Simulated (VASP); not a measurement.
ZrB: single point with PBE

Crystal: ZrB.

```
Zr B
1.0
     0.00000    2.32500    2.32500
     2.32500    0.00000    2.32500
     2.32500    2.32500    0.00000
Zr B
1 1
Direct
  0.00000 0.00000 0.00000
  0.50000 0.50000 0.50000
```

- Program: VASP 6.6.1
- Task: single point
- Functional: PBE
- Potentials or basis: VASP PAW PBE potentials, release 64 (Zr_sv, B)
- Cutoff: 520 eV
- k mesh: 10 × 10 × 10
- Occupations: fermi-dirac, width 0.05 eV
- Spin: no spin polarisation
- Dipole correction: no
- Further INCAR settings: ALGO = Normal; EDIFF = 1e-07; NBANDS = 14

- Pressure: 34.8 GPa

Levels at points of the mesh, in eV from the Fermi level:
```tsv
k point	band 4	band 5	band 6	band 7	band 8	band 9	band 10	band 11	band 12	band 13
(0.00, 0.00, 0.00)	-24.51	-8.33	1.93	1.93	1.93	3.71	3.71	3.82	3.82	3.82
(0.50, 0.00, 0.00)	-24.60	-4.19	-3.61	-1.41	-1.41	5.78	5.78	7.38	8.26	13.40
(0.50, 0.50, 0.00)	-24.84	-6.50	-1.11	-0.29	2.55	2.55	5.49	6.95	6.95	10.68
```

Run time: 5.5 s on 1 thread of Intel(R) Xeon(R) 6975P-C (Granite Rapids), on a shared host, peak memory 0.14 GiB.
